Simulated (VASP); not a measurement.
# PrB (P4/nmm) in VASP: single point with PBE

Aim: the single point of PrB with PBE.

All numbers are computed with VASP 6.6.1; they aren't measurements. Logs are shortened: lines on timing, memory, paths and dates and some standing lists are left out, and cuts for length are marked.

### Step 1. The cell of the first run

Symmetry: P4/nmm, No. 129, tetragonal system. Conventional cell: a = 2.897 Å, b = 2.897 Å, c = 8.711 Å, α = 90.00°, β = 90.00°, γ = 90.00°. Within 3.8 Å of Pr (site symmetry 4mm) lie 8 Pr at 2.90 to 2.91 Å and 4 B at 3.05 Å. B (site symmetry 4mm) has 8 B at 2.90 to 2.96 Å and 4 Pr at 3.05 Å within 3.8 Å.

### Step 2. Single point, PBE

INCAR

```
SYSTEM = PrB
PREC = Accurate
ENCUT = 520
EDIFF = 1E-7
ISMEAR = 0
SIGMA = 0.1
LREAL = .FALSE.
LASPH = .TRUE.
NELM = 100
ALGO = Normal
ISIF = 2
LWAVE = .FALSE.
LCHARG = .TRUE.
GGA = PE
LELF = .TRUE.
LVHAR = .TRUE.
NBANDS = 24
```

KPOINTS

```
Automatic mesh
0
G
  6 6 2
  0 0 0
```

POSCAR

```
PrB
1.0
    2.8971636400      0.0000000000      0.0000000000
    0.0000000000      2.8971636400      0.0000000000
    0.0000000000      0.0000000000      8.7111458700
Pr B
2 2
Direct
    0.0000000000      0.5000000000      0.8816416900
    0.5000000000      0.0000000000      0.1183583100
    0.0000000000      0.5000000000      0.3774743400
    0.5000000000      0.0000000000      0.6225256600
```

Potentials or basis: VASP PAW PBE potentials, release 64 (Pr, B).

On the command line:

```sh
> cat potpaw_PBE.64/Pr/POTCAR potpaw_PBE.64/B/POTCAR > POTCAR
> mpirun -np 1 vasp_std > vasp.out
```

OUTCAR:

```text
SYSTEM = PrB
   PREC = Accurate
   ENCUT = 520
   EDIFF = 1E-7
   ISMEAR = 0
   LREAL = .FALSE.
   LASPH = .TRUE.
   NELM = 100
   ISIF = 2
   GGA = PE

 ion  position               nearest neighbor table
   1  0.000  0.500  0.882-   2 2.91   2 2.91   2 2.91   2 2.91
   2  0.500  0.000  0.118-   1 2.91   1 2.91   1 2.91   1 2.91
   3  0.000  0.500  0.377-
   4  0.500  0.000  0.623-

  LATTYP: Found a simple tetragonal cell.
 ALAT       =     2.8971636400
 C/A-ratio  =     3.0067842043

  Lattice vectors:

 A1 = (   2.8971636400,   0.0000000000,   0.0000000000)
 A2 = (   0.0000000000,   2.8971636400,   0.0000000000)
 A3 = (   0.0000000000,   0.0000000000,   8.7111458700)

Analysis of symmetry for initial positions (statically):
=====================================================================
 Subroutine PRICEL returns:
 Original cell was already a primitive cell.

 Routine SETGRP: Setting up the symmetry group for a
 simple tetragonal supercell.

 Subroutine GETGRP returns: Found 16 space group operations
 (whereof  8 operations were pure point group operations)
 out of a pool of 16 trial point group operations.

The static configuration has the point symmetry D_2d.
 The point group associated with its full space group is D_4h.

Analysis of symmetry for dynamics (positions and initial velocities):
=====================================================================
 Subroutine PRICEL returns:
 Original cell was already a primitive cell.

 Routine SETGRP: Setting up the symmetry group for a
 simple tetragonal supercell.

 Subroutine GETGRP returns: Found 16 space group operations
 (whereof  8 operations were pure point group operations)
 out of a pool of 16 trial point group operations.

The dynamic configuration has the point symmetry D_2d.
 The point group associated with its full space group is D_4h.

 Subroutine INISYM returns: Found 16 space group operations
 (whereof  8 operations are pure point group operations),
 and found     1 'primitive' translations

----------------------------------------------------------------------------------------

                                     Primitive cell

  volume of cell :      73.1175

  direct lattice vectors                    reciprocal lattice vectors
     2.897163640  0.000000000  0.000000000     0.345165177  0.000000000  0.000000000
     0.000000000  2.897163640  0.000000000     0.000000000  0.345165177  0.000000000
     0.000000000  0.000000000  8.711145870     0.000000000  0.000000000  0.114795460

  length of vectors
     2.897163640  2.897163640  8.711145870     0.345165177  0.345165177  0.114795460

  position of ions in fractional coordinates (direct lattice)
     0.000000000  0.500000000  0.881641690
     0.500000000  0.000000000  0.118358310
     0.000000000  0.500000000  0.377474340
     0.500000000  0.000000000  0.622525660

  ion indices of the primitive-cell ions
   primitive index   ion index
                 1           1
                 2           2
                 3           3
                 4           4

----------------------------------------------------------------------------------------

 KPOINTS: Automatic mesh

Automatic generation of k-mesh.
 Grid dimensions read from file:
 generate k-points for:    6    6    2

 Generating k-lattice:

  Cartesian coordinates                     Fractional coordinates (reciprocal lattice)
     0.057527529  0.000000000  0.000000000     0.166666667  0.000000000  0.000000000
     0.000000000  0.057527529  0.000000000     0.000000000  0.166666667  0.000000000
     0.000000000  0.000000000  0.057397730     0.000000000  0.000000000  0.500000000

  Length of vectors
     0.057527529  0.057527529  0.057397730

  Shift w.r.t. Gamma in fractional coordinates (k-lattice)
     0.000000000  0.000000000  0.000000000

 Subroutine IBZKPT returns following result:
 ===========================================

 Found     20 irreducible k-points:

 Following reciprocal coordinates:
            Coordinates               Weight
  0.000000  0.000000  0.000000      1.000000
  0.166667  0.000000  0.000000      4.000000
  0.333333  0.000000  0.000000      4.000000
  0.500000  0.000000  0.000000      2.000000
  0.166667  0.166667  0.000000      4.000000
  0.333333  0.166667  0.000000      8.000000
[... 12 lines left out ...]
  0.500000  0.333333  0.500000      4.000000
  0.500000  0.500000  0.500000      1.000000
   k-points           NKPTS =     20   k-points in BZ     NKDIM =     20   number of bands    NBANDS=     24
   number of dos      NEDOS =    301   number of ions     NIONS =      4
   total plane-waves  NPLWV =  40320
   dimension x,y,z NGX =    24 NGY =   24 NGZ =   70
   dimension x,y,z NGXF=    48 NGYF=   48 NGZF=  140
   ions per type =               2   2
   NGX,Y,Z   is equivalent  to a cutoff of  13.77, 13.77, 13.36 a.u.
   NGXF,Y,Z  is equivalent  to a cutoff of  27.54, 27.54, 26.72 a.u.
 SYSTEM =  PrB
   PREC   = accura    normal or accurate (medium, high low for compatibility)
   ISTART =      0    job   : 0-new  1-cont  2-samecut
   ICHARG =      2    charge: 1-file 2-atom 10-const
   ISPIN  =      1    spin polarized calculation?
   LNONCOLLINEAR =      F non collinear calculations
   LSORBIT =      F    spin-orbit coupling
   LASPH  =      T    aspherical Exc in radial PAW
   ENCUT  =  520.0 eV  38.22 Ry    6.18 a.u.   5.39  5.39 16.20*2*pi/ulx,y,z
   NELM   =    100;   NELMIN=  2; NELMDL= -5     # of ELM steps
   EDIFF  = 0.1E-06   stopping-criterion for ELM
   LREAL  =      F    real-space projection
   EDIFFG = 0.1E-05   stopping-criterion for IOM
   NSW    =      0    number of steps for IOM
   IBRION =     -1    ionic relax: 0-MD 1-quasi-New 2-CG
   NFREE  =      0    steps in history (QN), initial steepest desc. (CG)
   ISIF   =      2    stress and relaxation
   ISYM   =      2    0-nonsym 1-usesym 2-fastsym
   POTIM  = 0.5000    time-step for ionic-motion
   TEBEG  =    0.0;   TEEND  =   0.0 temperature during run
   PSTRESS=    0.0 pullay stress
   NELECT =      32.0000    total number of electrons
   NUPDOWN=      -1.0000    fix difference up-down
   EMIN   =  10.00;   EMAX   =-10.00  energy-range for DOS
   EFERMI =   0.00;   METHOD = LEGACY
   ISMEAR =     0;   SIGMA  =   0.10  broadening in eV -4-tet -1-fermi 0-gaus
   EFERMI_NEDOS =   21; number of points for ismear=-14 and -15
   IALGO  =     38    algorithm
   IMIX   =      4    mixing-type and parameters
     AMIX     =   0.40;   BMIX     =  1.00
     AMIX_MAG =   1.60;   BMIX_MAG =  1.00
  volume/ion in A,a.u.               =      18.28       123.36
  Fermi-wavevector in a.u.,A,eV,Ry     =   1.242943  2.348821 21.019724  1.544906
  Thomas-Fermi vector in A             =   2.377275
   LORBIT       =      0    0 simple, 1 ext, 2 COOP (PROOUT), +10 PAW based schemes
   GGA     = PE    functional components
   LHFCALC =     F    Hartree Fock is set to
   AEXX    =    0.0000 exact exchange contribution
   IVDW    =     0    specifies the selected vdW correction
   LEPSILON=     F    determine dielectric tensor
   LRPA    =     F    only Hartree local field effects (RPA)
 non-spin polarized calculation
 Gauss-broadening in eV      SIGMA  =   0.10
  energy-cutoff  :      520.00
  volume of cell :       73.12
 maximum number of plane-waves:      2001
 NGX is ok and might be reduce to    24
   NGX = 11   NGY = 11   NGZ = 33

 number of electron      32.0000003 magnetization

 Free energy of the ion-electron system (eV)
  ---------------------------------------------------
  ext. energy  EPLUGINS =         0.00000000
  ---------------------------------------------------
  free energy    TOTEN  =       -17.76376055 eV

  energy without entropy =      -17.69256427  energy(sigma->0) =      -17.72816241

 E-fermi :   6.6732     XC(G=0): -11.0221

 val. band max:        6.6720558700   @ k =   0.3333   0.3333   0.5000
 cond. band min:       6.6860380360   @ k =   0.3333   0.1667   0.0000
 fundamental gap:      0.0139821660
 Fermi energy:         6.6731992494

 k-point     1 :       0.0000    0.0000    0.0000
  band No.  band energies     occupation
      1     -30.0254      2.00000
      2     -28.8446      2.00000
      3     -12.9877      2.00000
      4     -10.0631      2.00000
      5     -10.0631      2.00000
      6      -9.9695      2.00000
[... 16 lines left out ...]
     23       7.3061      0.00000
     24       7.3061      0.00000

 k-point     2 :       0.1667    0.0000    0.0000
  band No.  band energies     occupation
      1     -29.8188      2.00000
      2     -28.7633      2.00000
      3     -12.8485      2.00000
      4     -11.5401      2.00000
      5      -9.8799      2.00000
      6      -9.8389      2.00000
[... 16 lines left out ...]
     23       7.3404      0.00000
     24       7.3698      0.00000

 k-point     3 :       0.3333    0.0000    0.0000
  band No.  band energies     occupation
      1     -29.3120      2.00000
      2     -28.6584      2.00000
      3     -13.2687      2.00000
      4     -13.1089      2.00000
      5     -10.8885      2.00000
      6      -9.7456      2.00000
[... 16 lines left out ...]
     23       7.5117      0.00000
     24       7.5222      0.00000

 k-point     4 :       0.5000    0.0000    0.0000
  band No.  band energies     occupation
      1     -28.8222      2.00000
      2     -28.8222      2.00000
      3     -13.8260      2.00000
      4     -13.8260      2.00000
      5     -10.3595      2.00000
      6     -10.3595      2.00000
[... 16 lines left out ...]
     23       7.5095      0.00000
     24       7.5104      0.00000

 k-point     5 :       0.1667    0.1667    0.0000
  band No.  band energies     occupation
      1     -29.6187      2.00000
      2     -28.6753      2.00000
      3     -12.7038      2.00000
      4     -11.4142      2.00000
      5     -11.1891      2.00000
      6      -9.9221      2.00000
[... 16 lines left out ...]
     23       7.2916      0.00000
     24       7.4814      0.00000

 k-point     6 :       0.3333    0.1667    0.0000
  band No.  band energies     occupation
      1     -29.1325      2.00000
      2     -28.5486      2.00000
      3     -13.0435      2.00000
      4     -12.9454      2.00000
      5     -10.8483      2.00000
      6     -10.7785      2.00000
[... 16 lines left out ...]
     23       7.3139      0.00000
     24       7.4272      0.00000
[... 271 lines left out ...]
 k-point    17 :       0.5000    0.1667    0.5000
  band No.  band energies     occupation
      1     -28.6770      2.00000
      2     -28.6770      2.00000
      3     -13.6353      2.00000
      4     -13.6353      2.00000
      5     -10.4428      2.00000
      6     -10.4428      2.00000
[... 16 lines left out ...]
     23       7.3012      0.00000
     24       7.3013      0.00000

 k-point    18 :       0.3333    0.3333    0.5000
  band No.  band energies     occupation
      1     -28.7124      2.00000
      2     -28.3513      2.00000
      3     -12.9429      2.00000
      4     -12.8781      2.00000
      5     -12.0301      2.00000
      6     -11.0851      2.00000
[... 16 lines left out ...]
     23       7.3725      0.00000
     24       7.4152      0.00000

 k-point    19 :       0.5000    0.3333    0.5000
  band No.  band energies     occupation
      1     -28.3662      2.00000
      2     -28.3662      2.00000
      3     -13.3890      2.00000
      4     -13.3890      2.00000
      5     -11.5129      2.00000
      6     -11.5129      2.00000
[... 16 lines left out ...]
     23       7.4366      0.00000
     24       7.4572      0.00000

 k-point    20 :       0.5000    0.5000    0.5000
  band No.  band energies     occupation
      1     -28.1991      2.00000
      2     -28.1991      2.00000
      3     -13.5613      2.00000
      4     -13.5613      2.00000
      5     -11.6849      2.00000
      6     -11.6849      2.00000
[... 16 lines left out ...]
     23       7.2993      0.00000
     24       7.2997      0.00000

------------------------ aborting loop because EDIFF is reached ----------------------------------------

  FORCE on cell =-STRESS in cart. coord.  units (eV):
  Direction    XX          YY          ZZ          XY          YZ          ZX
  --------------------------------------------------------------------------------------
  -------------------------------------------------------------------------------------
  Total       -3.5957054     -3.5957054     -5.2796478      0.0000000     -0.0000000      0.0000000
  in kB      -78.7904068    -78.7904068   -115.6895671      0.0000000     -0.0000000      0.0000000
  external PRESSURE =     -91.0901269 kB  Pullay stress =       0.0000000 kB

 VOLUME and BASIS-vectors are now :
 -----------------------------------------------------------------------------
  energy-cutoff  :      520.00
  volume of cell :       73.12
      direct lattice vectors                 reciprocal lattice vectors
     2.897163640  0.000000000  0.000000000     0.345165177  0.000000000  0.000000000
     0.000000000  2.897163640  0.000000000     0.000000000  0.345165177  0.000000000
     0.000000000  0.000000000  8.711145870     0.000000000  0.000000000  0.114795460

 POSITION                                       TOTAL-FORCE (eV/Angst)
 -----------------------------------------------------------------------------------
      0.00000      1.44858      7.68011         0.000000      0.000000     -3.264619
      1.44858      0.00000      1.03104         0.000000      0.000000      3.264619
      0.00000      1.44858      3.28823        -0.000000      0.000000      0.199907
      1.44858      0.00000      5.42291         0.000000      0.000000     -0.199907
 -----------------------------------------------------------------------------------
    total drift:                                0.000000      0.000000     -0.000000

  FREE ENERGIE OF THE ION-ELECTRON SYSTEM (eV)
  ---------------------------------------------------
  free  energy   TOTEN  =       -17.7637605497 eV

  energy  without entropy=      -17.6925642692  energy(sigma->0) =      -17.72816241
```

It took 2.4 min on 1 thread of Intel Xeon 8259CL, shared host; peak memory 0.21 GiB.

Results:

```
Free energy            : -17.7638 eV
Pressure               : -9.1 GPa
Largest force          : 3.265 eV/Å
Band gap on the k mesh : zero (band 16 reaches 6.78 eV, above the bottom of band 17 at 6.21 eV)
```

Forces in eV/Å, atoms in the order of the input:
```
Pr   0.000  0.000 -3.265
Pr   0.000  0.000  3.265
B    0.000  0.000  0.200
B    0.000  0.000 -0.200
```

Stress tensor (GPa, compression positive):
```
 -7.88   0.00   0.00
  0.00  -7.88   0.00
  0.00   0.00 -11.57
```

Caveat: the k points lie up to 0.36 Å⁻¹ apart; spin-orbit coupling is left out, which moves the levels of the heavy elements; without U or exact exchange the open f shell lies at the Fermi level, which spoils levels, moments and volumes; forces of over 1 eV/Å act on the atoms, so gaps and moduli don't describe the material at rest. Spin polarisation is off, so any magnetic state and its effect on volume and gap are missing.
